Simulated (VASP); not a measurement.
# Al (R-3m) in VASP: single point with PBE+D3(BJ)

Aim: the single point of Al with PBE+D3(BJ).

Everything below comes from runs of VASP 6.6.1. Logs are shortened: lines on timing, memory, paths and dates and some standing lists are left out, and cuts for length are marked.

### 1 The cell of the first run

The structure is trigonal, space group R-3m (No. 166). The conventional cell has a = 2.816 Å, b = 2.816 Å, c = 13.797 Å, α = 90.00°, β = 90.00°, γ = 120.00°. Within 3.6 Å of Al (site symmetry 3m) lie 12 Al at 2.70 to 2.94 Å.

### 2 Single point, PBE+D3(BJ) (mode 6 (347.1 1/cm) frozen in, largest displacement +0.075 Å)

INCAR reads:

```
SYSTEM = Al
  PREC = Accurate
  ENCUT = 520
  EDIFF = 1E-7
  ISMEAR = 0
  SIGMA = 0.15
  LREAL = .FALSE.
  LASPH = .TRUE.
  NELM = 60
  ALGO = Fast
  ISIF = 2
  LWAVE = .FALSE.
  LCHARG = .FALSE.
  GGA = PE
  IVDW = 12
  NBANDS = 10
```

KPOINTS reads:

```
regular mesh
0
G
  24 24 24
  0 0 0
```

POSCAR reads:

```
Al
1.0
    0.0000000000     -1.9913628294     -1.9913628294
   -1.9913628294      0.0000000000     -1.9913628294
    1.9913628294      1.9913628294     -3.9827256588
Al
2
Direct
    0.4945638648      0.4945638648      0.5163084056
    0.0054361352      0.0054361352     -0.0163084056
```

Potentials or basis: VASP PAW PBE potentials, release 64 (Al).

The run is started by

```console
$ cat potpaw_PBE.64/Al/POTCAR > POTCAR
$ mpirun -np 1 vasp_std > vasp.out
```

OUTCAR:

```text
SYSTEM = Al
   PREC = Accurate
   ENCUT = 520
   EDIFF = 1E-7
   ISMEAR = 0
   LREAL = .FALSE.
   LASPH = .TRUE.
   NELM = 60
   ISIF = 2
   GGA = PE
   IVDW = 12
 IVDW          = 12

 ion  position               nearest neighbor table
   1  0.495  0.495  0.516-   2 2.70   2 2.70   2 2.70   2 2.94   2 2.94   2 2.94
   2  0.005  0.005  0.984-   1 2.70   1 2.70   1 2.70   1 2.94   1 2.94   1 2.94

  LATTYP: Found a trigonal (rhomboedric) cell.
 ALAT       =     4.8778228248
 COS(alpha) =     0.8333333333

  Lattice vectors:

 A1 = (   1.9913628294,   3.9827256588,  -1.9913628294)
 A2 = (   3.9827256588,   1.9913628294,  -1.9913628294)
 A3 = (   1.9913628294,   1.9913628294,  -3.9827256588)

Analysis of symmetry for initial positions (statically):
=====================================================================
 Subroutine PRICEL returns:
 Original cell was already a primitive cell.

 Routine SETGRP: Setting up the symmetry group for a
 trigonal (rhombohedral) supercell.

 Subroutine GETGRP returns: Found 12 space group operations
 (whereof  6 operations were pure point group operations)
 out of a pool of 12 trial point group operations.

The static configuration has the point symmetry C_3v.
 The point group associated with its full space group is D_3d.

Analysis of symmetry for dynamics (positions and initial velocities):
=====================================================================
 Subroutine PRICEL returns:
 Original cell was already a primitive cell.

 Routine SETGRP: Setting up the symmetry group for a
 trigonal (rhombohedral) supercell.

 Subroutine GETGRP returns: Found 12 space group operations
 (whereof  6 operations were pure point group operations)
 out of a pool of 12 trial point group operations.

The dynamic configuration has the point symmetry C_3v.
 The point group associated with its full space group is D_3d.

 Subroutine INISYM returns: Found 12 space group operations
 (whereof  6 operations are pure point group operations),
 and found     1 'primitive' translations

----------------------------------------------------------------------------------------

                                     Primitive cell

  volume of cell :      31.5872

  direct lattice vectors                    reciprocal lattice vectors
     0.000000000 -1.991362829 -1.991362829     0.125542165 -0.376626494 -0.125542165
    -1.991362829  0.000000000 -1.991362829    -0.376626494  0.125542165 -0.125542165
     1.991362829  1.991362829 -3.982725659     0.125542165  0.125542165 -0.125542165

  length of vectors
     2.816212321  2.816212321  4.877822825     0.416376255  0.416376255  0.217445407

  position of ions in fractional coordinates (direct lattice)
     0.494563865  0.494563865  0.516308406
     0.005436135  0.005436135  0.983691594

  ion indices of the primitive-cell ions
   primitive index   ion index
                 1           1
                 2           2

----------------------------------------------------------------------------------------

 KPOINTS: regular mesh

Automatic generation of k-mesh.
 Grid dimensions read from file:
 generate k-points for:   24   24   24

 Generating k-lattice:

  Cartesian coordinates                     Fractional coordinates (reciprocal lattice)
     0.005230924 -0.015692771 -0.005230924     0.041666667  0.000000000  0.000000000
    -0.015692771  0.005230924 -0.005230924     0.000000000  0.041666667  0.000000000
     0.005230924  0.005230924 -0.005230924     0.000000000  0.000000000  0.041666667

  Length of vectors
     0.017349011  0.017349011  0.009060225

  Shift w.r.t. Gamma in fractional coordinates (k-lattice)
     0.000000000  0.000000000  0.000000000

 Subroutine IBZKPT returns following result:
 ===========================================

 Found   1313 irreducible k-points:

 Following reciprocal coordinates:
            Coordinates               Weight
  0.000000  0.000000  0.000000      1.000000
  0.041667  0.000000  0.000000      6.000000
  0.083333  0.000000 -0.000000      6.000000
  0.125000  0.000000  0.000000      6.000000
  0.166667  0.000000 -0.000000      6.000000
  0.208333  0.000000 -0.000000      6.000000
[... 16 lines left out ...]
  0.416667  0.041667 -0.000000     12.000000
  0.458333  0.041667 -0.000000     12.000000
 [... further k-points ...]
   k-points           NKPTS =   1313   k-points in BZ     NKDIM =   1313   number of bands    NBANDS=     10
   number of dos      NEDOS =    301   number of ions     NIONS =      2
   total plane-waves  NPLWV =  20736
   dimension x,y,z NGX =    24 NGY =   24 NGZ =   36
   dimension x,y,z NGXF=    48 NGYF=   48 NGZF=   72
   ions per type =               2
   NGX,Y,Z   is equivalent  to a cutoff of  14.17, 14.17, 12.27 a.u.
   NGXF,Y,Z  is equivalent  to a cutoff of  28.34, 28.34, 24.54 a.u.
 SYSTEM =  Al
   PREC   = accura    normal or accurate (medium, high low for compatibility)
   ISTART =      0    job   : 0-new  1-cont  2-samecut
   ICHARG =      2    charge: 1-file 2-atom 10-const
   ISPIN  =      1    spin polarized calculation?
   LNONCOLLINEAR =      F non collinear calculations
   LSORBIT =      F    spin-orbit coupling
   LASPH  =      T    aspherical Exc in radial PAW
   ENCUT  =  520.0 eV  38.22 Ry    6.18 a.u.   5.24  5.24  9.07*2*pi/ulx,y,z
   NELM   =     60;   NELMIN=  2; NELMDL= -5     # of ELM steps
   EDIFF  = 0.1E-06   stopping-criterion for ELM
   LREAL  =      F    real-space projection
   EDIFFG = 0.1E-05   stopping-criterion for IOM
   NSW    =      0    number of steps for IOM
   IBRION =     -1    ionic relax: 0-MD 1-quasi-New 2-CG
   NFREE  =      0    steps in history (QN), initial steepest desc. (CG)
   ISIF   =      2    stress and relaxation
   ISYM   =      2    0-nonsym 1-usesym 2-fastsym
   POTIM  = 0.5000    time-step for ionic-motion
   TEBEG  =    0.0;   TEEND  =   0.0 temperature during run
   PSTRESS=    0.0 pullay stress
   NELECT =       6.0000    total number of electrons
   NUPDOWN=      -1.0000    fix difference up-down
   EMIN   =  10.00;   EMAX   =-10.00  energy-range for DOS
   EFERMI =   0.00;   METHOD = LEGACY
   ISMEAR =     0;   SIGMA  =   0.15  broadening in eV -4-tet -1-fermi 0-gaus
   EFERMI_NEDOS =   21; number of points for ismear=-14 and -15
   IALGO  =     68    algorithm
   IMIX   =      4    mixing-type and parameters
     AMIX     =   0.40;   BMIX     =  1.00
     AMIX_MAG =   1.60;   BMIX_MAG =  1.00
  volume/ion in A,a.u.               =      15.79       106.58
  Fermi-wavevector in a.u.,A,eV,Ry     =   0.941069  1.778363 12.049470  0.885611
  Thomas-Fermi vector in A             =   2.068543
   LORBIT       =      0    0 simple, 1 ext, 2 COOP (PROOUT), +10 PAW based schemes
   GGA     = PE    functional components
   LHFCALC =     F    Hartree Fock is set to
   AEXX    =    0.0000 exact exchange contribution
   IVDW    =    12    specifies the selected vdW correction
   LEPSILON=     F    determine dielectric tensor
   LRPA    =     F    only Hartree local field effects (RPA)
 non-spin polarized calculation
 RMM-DIIS sequential band-by-band and
 Gauss-broadening in eV      SIGMA  =   0.15
  energy-cutoff  :      520.00
  volume of cell :       31.59
 maximum number of plane-waves:       878
 NGX is ok and might be reduce to    24
   NGX = 11   NGY = 11   NGZ = 19

 number of electron       6.0000000 magnetization

 Free energy of the ion-electron system (eV)
  ---------------------------------------------------
  ext. energy  EPLUGINS =         0.00000000
  ---------------------------------------------------
  free energy    TOTEN  =        -7.41241831 eV

  energy without entropy =       -7.40289911  energy(sigma->0) =       -7.40765871

 E-fermi :   8.4668     XC(G=0): -10.3485

 val. band max:        8.4666950693   @ k =  -0.3750   0.2083   0.0833
 cond. band min:       8.4668350670   @ k =  -0.4167   0.3750   0.0833
 fundamental gap:      0.0001399977
 Fermi energy:         8.4668294540

 k-point     1 :       0.0000    0.0000    0.0000
  band No.  band energies     occupation
      1      -3.0208      2.00000
      2       3.7350      2.00000
      3       4.0156      2.00000
      4      20.0352      0.00000
      5      20.0352      0.00000
      6      20.1010      0.00000
      7      20.1010      0.00000
      8      21.3619      0.00000
      9      21.5309      0.00000
     10      21.5309      0.00000

 k-point     2 :       0.0417    0.0000    0.0000
  band No.  band energies     occupation
      1      -2.9764      2.00000
      2       3.6848      2.00000
      3       4.1500      2.00000
      4      18.8141      0.00000
      5      19.2817      0.00000
      6      20.3706      0.00000
      7      20.7829      0.00000
      8      20.8201      0.00000
      9      21.2768      0.00000
     10      21.3558      0.00000

 k-point     3 :       0.0833    0.0000   -0.0000
  band No.  band energies     occupation
      1      -2.8430      2.00000
      2       3.6474      2.00000
      3       4.4397      2.00000
      4      17.2451      0.00000
      5      18.5616      0.00000
      6      19.3097      0.00000
      7      20.2364      0.00000
      8      20.3155      0.00000
      9      21.1277      0.00000
     10      21.9724      0.00000
[... 248 lines left out ...]
 k-point    23 :       0.4167    0.0417   -0.0000
  band No.  band energies     occupation
      1       1.0036      2.00000
      2       5.6066      2.00000
      3       6.0565      2.00000
      4       9.9965      0.00000
      5      10.2207      0.00000
      6      14.6433      0.00000
      7      15.1588      0.00000
      8      15.7083      0.00000
      9      18.0219      0.00000
     10      18.9119      0.00000

 k-point    24 :       0.4583    0.0417   -0.0000
  band No.  band energies     occupation
      1       1.8657      2.00000
      2       4.7909      2.00000
      3       6.4055      2.00000
      4       9.2610      0.00000
      5      10.9501      0.00000
      6      13.7053      0.00000
      7      14.6838      0.00000
      8      15.5310      0.00000
      9      17.8727      0.00000
     10      18.7662      0.00000

 [... further k-points ...]

------------------------ aborting loop because EDIFF is reached ----------------------------------------

 Edisp (eV)   -0.70375

 E8    (eV) :    -0.3149

  FORCE on cell =-STRESS in cart. coord.  units (eV):
  Direction    XX          YY          ZZ          XY          YZ          ZX
  --------------------------------------------------------------------------------------
  -------------------------------------------------------------------------------------
  Total       0.19256     0.19256     0.19256     0.07072    -0.07072    -0.07072
  in kB       9.76710     9.76710     9.76710     3.58726    -3.58726    -3.58726
  external pressure =        9.77 kB  Pullay stress =        0.00 kB

 VOLUME and BASIS-vectors are now :
 -----------------------------------------------------------------------------
  energy-cutoff  :      520.00
  volume of cell :       31.59
      direct lattice vectors                 reciprocal lattice vectors
     0.000000000 -1.991362829 -1.991362829     0.125542165 -0.376626494 -0.125542165
    -1.991362829  0.000000000 -1.991362829    -0.376626494  0.125542165 -0.125542165
     1.991362829  1.991362829 -3.982725659     0.125542165  0.125542165 -0.125542165

 POSITION                                       TOTAL-FORCE (eV/Angst)
 -----------------------------------------------------------------------------------
      0.04330      0.04330     -4.02603        -0.528901     -0.528901      0.528901
      1.94806      1.94806     -3.93942         0.528901      0.528901     -0.528901
 -----------------------------------------------------------------------------------
    total drift:                                0.000000      0.000000     -0.000000

  FREE ENERGIE OF THE ION-ELECTRON SYSTEM (eV)
  ---------------------------------------------------
  free  energy   TOTEN  =        -8.1161647250 eV

  energy  without entropy=       -8.1066455314  energy(sigma->0) =       -8.11140513
```

It took 4.1 min on 1 thread of Intel Xeon Platinum 8259CL at 2.50GHz (Skylake/Cascade Lake), shared host; peak memory 0.44 GiB.

What came out:

| Item | Value |
| --- | --- |
| Free energy | -8.1162 eV |
| Pressure | 1.0 GPa |
| Largest force | 0.916 eV/Å |
| Band gap on the k mesh | zero (band 3 reaches 12.29 eV, above the bottom of band 4 at 6.34 eV) |
| Dispersion energy per atom | -0.352 eV |

Forces in eV/Å, atoms in the order of the input:
```
Al  -0.529 -0.529  0.529
Al   0.529  0.529 -0.529
```

Caveat: the cell differs from its parent crystal (mode 6 (347.1 1/cm) frozen in, largest displacement +0.075 Å); pairwise dispersion overbinds metals, which lowers pressure and volume.
